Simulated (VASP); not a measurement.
# C (P6_3/mmc) in VASP: further runs

C is run at these levels: r2SCAN; tasks: single point, relaxation of cell and atoms.

Program: VASP 6.6.1. These are calculated values, not measurements. Logs are shortened: lines on timing, memory, paths and dates and some standing lists are left out, and cuts for length are marked.

## (1) The cell of the first run

Symmetry: P6_3/mmc, No. 194, hexagonal system. The conventional cell has a = 2.503 Å, b = 2.503 Å, c = 4.169 Å, α = 90.00°, β = 90.00°, γ = 120.00°. C (site symmetry 3m) has 4 C at 1.54 to 1.56 Å within 2.0 Å.

## (2) Single point, r2SCAN

Contents of POSCAR:

```
C
1.0
    1.2515601620     -2.1677657893      0.0000000000
    0.0000000000      0.0000000000     -4.1687478683
    3.7546804859      2.1677657893      0.0000000000
C
8
Direct
    0.5000000000      0.9372629765      0.1666666667
    0.0000000000      0.9372629765      0.6666666667
    0.0000000000      0.4372629765      0.3333333333
    0.5000000000      0.4372629765      0.8333333333
    0.5000000000      0.5627370235      0.1666666667
    0.0000000000      0.5627370235      0.6666666667
    0.0000000000      0.0627370235      0.3333333333
    0.5000000000      0.0627370235      0.8333333333
```

Contents of INCAR.step1:

```
SYSTEM = C
  ALGO = Normal
  EDIFF = 1E-4
  ENCUT = 520
  GGA = PE
  ISMEAR = 0
  LASPH = .TRUE.
  LCHARG = .FALSE.
  LREAL = .FALSE.
  LWAVE = .TRUE.
  NBANDS = 26
  NELM = 100
  PREC = Accurate
  SIGMA = 0.02
```

Contents of INCAR.step2:

```
SYSTEM = C
  ALGO = Normal
  EDIFF = 1E-7
  ENCUT = 520
  ISIF = 2
  ISMEAR = 0
  ISTART = 1
  LASPH = .TRUE.
  LCHARG = .FALSE.
  LMIXTAU = .TRUE.
  LREAL = .FALSE.
  LWAVE = .FALSE.
  METAGGA = R2SCAN
  NBANDS = 26
  NELM = 100
  PREC = Accurate
  SIGMA = 0.02
```

Contents of KPOINTS:

```
k-points
0
G
  8 6 6
  0 0 0
```

Potentials or basis: VASP PAW PBE potentials, release 64 (C).

Started as:

```bash
cat potpaw_PBE.64/C/POTCAR > POTCAR
cp INCAR.step1 INCAR
mpirun -np 1 vasp_std > vasp.out
cp INCAR.step2 INCAR
mpirun -np 1 vasp_std > vasp.out
```

OUTCAR:

```text
SYSTEM = C
   EDIFF = 1E-7
   ENCUT = 520
   ISIF = 2
   ISMEAR = 0
   ISTART = 1
   LASPH = .TRUE.
   LREAL = .FALSE.
   METAGGA = R2SCAN
   NELM = 100
   PREC = Accurate

 ion  position               nearest neighbor table
   1  0.500  0.937  0.167-   7 1.54   7 1.54   8 1.54   5 1.56
   2  0.000  0.937  0.667-   8 1.54   8 1.54   7 1.54   6 1.56
   3  0.000  0.437  0.333-   5 1.54   5 1.54   6 1.54   7 1.56
   4  0.500  0.437  0.833-   6 1.54   6 1.54   5 1.54   8 1.56
   5  0.500  0.563  0.167-   3 1.54   3 1.54   4 1.54   1 1.56
   6  0.000  0.563  0.667-   4 1.54   4 1.54   3 1.54   2 1.56
   7  0.000  0.063  0.333-   1 1.54   1 1.54   2 1.54   3 1.56
   8  0.500  0.063  0.833-   2 1.54   2 1.54   1 1.54   4 1.56

  LATTYP: Found a simple orthorhombic cell.
 ALAT       =     2.5031203240
 B/A-ratio  =     1.6654204867
 C/A-ratio  =     1.7320508075

  Lattice vectors:

 A1 = (   1.2515601620,  -2.1677657893,   0.0000000000)
 A2 = (   0.0000000000,   0.0000000000,  -4.1687478683)
 A3 = (   3.7546804859,   2.1677657893,   0.0000000000)

Analysis of symmetry for initial positions (statically):
=====================================================================
 Subroutine PRICEL returns following result:

  LATTYP: Found a hexagonal cell.
 ALAT       =     2.5031203240
 C/A-ratio  =     1.6654204867

  Lattice vectors:

 A1 = (   2.5031203240,   0.0000000000,   0.0000000000)
 A2 = (  -1.2515601619,  -2.1677657893,   0.0000000000)
 A3 = (   0.0000000000,   0.0000000000,  -4.1687478683)

   2 primitive cells build up your supercell.

 Routine SETGRP: Setting up the symmetry group for a
 simple orthorhombic supercell.

 Subroutine GETGRP returns: Found  8 space group operations
 (whereof  4 operations were pure point group operations)
 out of a pool of  8 trial point group operations.

The static configuration has the point symmetry C_2h.
 The point group associated with its full space group is D_2h.

Analysis of symmetry for dynamics (positions and initial velocities):
=====================================================================
 Subroutine PRICEL returns following result:

  LATTYP: Found a hexagonal cell.
 ALAT       =     2.5031203240
 C/A-ratio  =     1.6654204867

  Lattice vectors:

 A1 = (   2.5031203240,   0.0000000000,   0.0000000000)
 A2 = (  -1.2515601619,  -2.1677657893,   0.0000000000)
 A3 = (   0.0000000000,   0.0000000000,  -4.1687478683)

   2 primitive cells build up your supercell.

 Routine SETGRP: Setting up the symmetry group for a
 simple orthorhombic supercell.

 Subroutine GETGRP returns: Found  8 space group operations
 (whereof  4 operations were pure point group operations)
 out of a pool of  8 trial point group operations.

The dynamic configuration has the point symmetry C_2h.
 The point group associated with its full space group is D_2h.

 Subroutine INISYM returns: Found  8 space group operations
 (whereof  4 operations are pure point group operations),
 and found     2 'primitive' translations

----------------------------------------------------------------------------------------

                                     Primitive cell

  volume of cell :      22.6204

  direct lattice vectors                    reciprocal lattice vectors
     2.503120324  0.000000000  0.000000000     0.399501371 -0.230652224  0.000000000
    -1.251560162 -2.167765789  0.000000000     0.000000000 -0.461304448  0.000000000
     0.000000000  0.000000000 -4.168747868     0.000000000  0.000000000 -0.239880183

  length of vectors
     2.503120324  2.503120324  4.168747868     0.461304448  0.461304448  0.239880183

  position of ions in fractional coordinates (direct lattice)
     0.666666667  0.333333333  0.937262977
     0.333333333  0.666666667  0.437262977
     0.666666667  0.333333333  0.562737023
     0.333333333  0.666666667  0.062737023

  ion indices of the primitive-cell ions
   primitive index   ion index
                 1           1
                 2           4
                 3           5
                 4           8

----------------------------------------------------------------------------------------

 KPOINTS: k-points

Automatic generation of k-mesh.
 Grid dimensions read from file:
 generate k-points for:    8    6    6

 Generating k-lattice:

  Cartesian coordinates                     Fractional coordinates (reciprocal lattice)
     0.024968836 -0.043247292  0.000000000     0.125000000  0.000000000 -0.000000000
     0.000000000  0.000000000 -0.039980030     0.000000000  0.166666667  0.000000000
     0.033291781  0.019221019  0.000000000     0.000000000  0.000000000  0.166666667

  Length of vectors
     0.049937671  0.039980030  0.038442037

  Shift w.r.t. Gamma in fractional coordinates (k-lattice)
     0.000000000  0.000000000  0.000000000

 Subroutine IBZKPT returns following result:
 ===========================================

 Found     80 irreducible k-points:

 Following reciprocal coordinates:
            Coordinates               Weight
  0.000000  0.000000  0.000000      1.000000
  0.125000  0.000000 -0.000000      2.000000
  0.250000  0.000000 -0.000000      2.000000
  0.375000  0.000000 -0.000000      2.000000
  0.500000  0.000000 -0.000000      1.000000
  0.000000  0.166667  0.000000      2.000000
[... 16 lines left out ...]
  0.250000  0.000000  0.166667      4.000000
  0.375000  0.000000  0.166667      4.000000
 [... further k-points ...]
   k-points           NKPTS =     80   k-points in BZ     NKDIM =     80   number of bands    NBANDS=     26
   number of dos      NEDOS =    301   number of ions     NIONS =      8
   total plane-waves  NPLWV =  20480
   dimension x,y,z NGX =    20 NGY =   32 NGZ =   32
   dimension x,y,z NGXF=    40 NGYF=   64 NGZF=   64
   ions per type =               8
   NGX,Y,Z   is equivalent  to a cutoff of  13.28, 12.76, 12.27 a.u.
   NGXF,Y,Z  is equivalent  to a cutoff of  26.57, 25.52, 24.54 a.u.
 SYSTEM =  C
   PREC   = accura    normal or accurate (medium, high low for compatibility)
   ISTART =      1    job   : 0-new  1-cont  2-samecut
   ICHARG =      0    charge: 1-file 2-atom 10-const
   ISPIN  =      1    spin polarized calculation?
   LNONCOLLINEAR =      F non collinear calculations
   LSORBIT =      F    spin-orbit coupling
   LASPH  =      T    aspherical Exc in radial PAW
   ENCUT  =  520.0 eV  38.22 Ry    6.18 a.u.   4.65  7.75  8.06*2*pi/ulx,y,z
   NELM   =    100;   NELMIN=  2; NELMDL=  0     # of ELM steps
   EDIFF  = 0.1E-06   stopping-criterion for ELM
   LREAL  =      F    real-space projection
   EDIFFG = 0.1E-05   stopping-criterion for IOM
   NSW    =      0    number of steps for IOM
   IBRION =     -1    ionic relax: 0-MD 1-quasi-New 2-CG
   NFREE  =      0    steps in history (QN), initial steepest desc. (CG)
   ISIF   =      2    stress and relaxation
   ISYM   =      2    0-nonsym 1-usesym 2-fastsym
   POTIM  = 0.5000    time-step for ionic-motion
   TEBEG  =    0.0;   TEEND  =   0.0 temperature during run
   PSTRESS=    0.0 pullay stress
   NELECT =      32.0000    total number of electrons
   NUPDOWN=      -1.0000    fix difference up-down
   EMIN   =  10.00;   EMAX   =-10.00  energy-range for DOS
   EFERMI =   0.00;   METHOD = LEGACY
   ISMEAR =     0;   SIGMA  =   0.02  broadening in eV -4-tet -1-fermi 0-gaus
   EFERMI_NEDOS =   21; number of points for ismear=-14 and -15
   IALGO  =     38    algorithm
   IMIX   =      4    mixing-type and parameters
     AMIX     =   0.40;   BMIX     =  1.00
     AMIX_MAG =   1.60;   BMIX_MAG =  1.00
  volume/ion in A,a.u.               =       5.66        38.16
  Fermi-wavevector in a.u.,A,eV,Ry     =   1.458640  2.756431 28.948190  2.127632
  Thomas-Fermi vector in A             =   2.575301
   LORBIT       =      0    0 simple, 1 ext, 2 COOP (PROOUT), +10 PAW based schemes
   METAGGA = R2SCAN    functional components
   LHFCALC =     F    Hartree Fock is set to
   AEXX    =    0.0000 exact exchange contribution
   IVDW    =     0    specifies the selected vdW correction
   LEPSILON=     F    determine dielectric tensor
   LRPA    =     F    only Hartree local field effects (RPA)
 non-spin polarized calculation
 Gauss-broadening in eV      SIGMA  =   0.02
  energy-cutoff  :      520.00
  volume of cell :       45.24
 maximum number of plane-waves:      1240
 NGX is ok and might be reduce to    20
   NGX =  9   NGY = 15   NGZ = 17

 number of electron      31.9999997 magnetization

 Free energy of the ion-electron system (eV)
  ---------------------------------------------------
  ext. energy  EPLUGINS =         0.00000000
  ---------------------------------------------------
  free energy    TOTEN  =       -78.40853690 eV

  energy without entropy =      -78.40853690  energy(sigma->0) =      -78.40853690

 E-fermi :  10.1991     XC(G=0): -14.2676

 val. band max:       10.0588931386   @ k =   0.0000   0.0000   0.0000
 cond. band min:      13.7073690018   @ k =   0.3750   0.0000  -0.0000
 fundamental gap:      3.6484758633
 Fermi energy:        10.1991392925

 k-point     1 :       0.0000    0.0000    0.0000
  band No.  band energies     occupation
      1     -13.0025      2.00000
      2      -7.5539      2.00000
      3      -7.2566      2.00000
      4      -5.5089      2.00000
      5      -4.3368      2.00000
      6      -2.1488      2.00000
[... 18 lines left out ...]
     25      20.0852      0.00000
     26      20.0853      0.00000

 k-point     2 :       0.1250    0.0000   -0.0000
  band No.  band energies     occupation
      1     -12.6976      2.00000
      2      -7.2696      2.00000
      3      -6.9784      2.00000
      4      -5.3220      2.00000
      5      -4.0593      2.00000
      6      -1.8995      2.00000
[... 18 lines left out ...]
     25      20.9850      0.00000
[... 608 lines left out ...]
     25      22.1484      0.00000
     26      23.5206      0.00000

 k-point    24 :       0.3750    0.0000    0.1667
  band No.  band energies     occupation
      1     -10.1325      2.00000
      2      -6.6347      2.00000
      3      -5.0293      2.00000
      4      -4.6293      2.00000
      5      -2.4011      2.00000
      6      -1.3457      2.00000
[... 18 lines left out ...]
     25      23.1237      0.00000
     26      23.1555      0.00000

 [... further k-points ...]
[... 5 lines left out ...]
  --------------------------------------------------------------------------------------
  -------------------------------------------------------------------------------------
  Total        0.3305597      0.3339386      0.3114766     -0.0029262      0.0000000      0.0000000
  in kB       11.7066009     11.8262607     11.0307804     -0.1036284      0.0000000      0.0000000
  external PRESSURE =      11.5212140 kB  Pullay stress =       0.0000000 kB

 VOLUME and BASIS-vectors are now :
 -----------------------------------------------------------------------------
  energy-cutoff  :      520.00
  volume of cell :       45.24
      direct lattice vectors                 reciprocal lattice vectors
     1.251560162 -2.167765789  0.000000000     0.199750685 -0.345978336  0.000000000
     0.000000000  0.000000000 -4.168747868     0.000000000  0.000000000 -0.239880183
     3.754680486  2.167765789  0.000000000     0.199750685  0.115326112  0.000000000

 POSITION                                       TOTAL-FORCE (eV/Angst)
 -----------------------------------------------------------------------------------
      1.25156     -0.72259     -3.90721         0.000401      0.000232      0.007810
      2.50312      1.44518     -3.90721         0.000401      0.000232      0.007810
      1.25156      0.72259     -1.82284        -0.000401     -0.000232      0.007810
      3.75468      0.72259     -1.82284        -0.000401     -0.000232      0.007810
      1.25156     -0.72259     -2.34591         0.000401      0.000232     -0.007810
      2.50312      1.44518     -2.34591         0.000401      0.000232     -0.007810
      1.25156      0.72259     -0.26153        -0.000401     -0.000232     -0.007810
      3.75468      0.72259     -0.26153        -0.000401     -0.000232     -0.007810
 -----------------------------------------------------------------------------------
    total drift:                                0.000000      0.000000      0.000000

  FREE ENERGIE OF THE ION-ELECTRON SYSTEM (eV)
  ---------------------------------------------------
  free  energy   TOTEN  =       -78.4085369030 eV

  energy  without entropy=      -78.4085369030  energy(sigma->0) =      -78.40853690
```

Wall time 6.2 min (1 thread of Intel Xeon 8259CL, shared host); peak memory 0.2 GiB.

Results:

```
Free energy            : -78.4085 eV
Pressure               : 1.2 GPa
Largest force          : 0.008 eV/Å
Band gap on the k mesh : 3.65 eV
```

Forces in eV/Å, atoms in the order of the input:
```
C    0.000  0.000  0.008
C    0.000  0.000  0.008
C    0.000  0.000  0.008
C    0.000  0.000  0.008
C    0.000  0.000 -0.008
C    0.000  0.000 -0.008
C    0.000  0.000 -0.008
C    0.000  0.000 -0.008
```

Caveat: the PAW data sets were made with another functional, which shifts forces and pressure a little. A k mesh can miss the band edges.

[end of part 1 of 2]
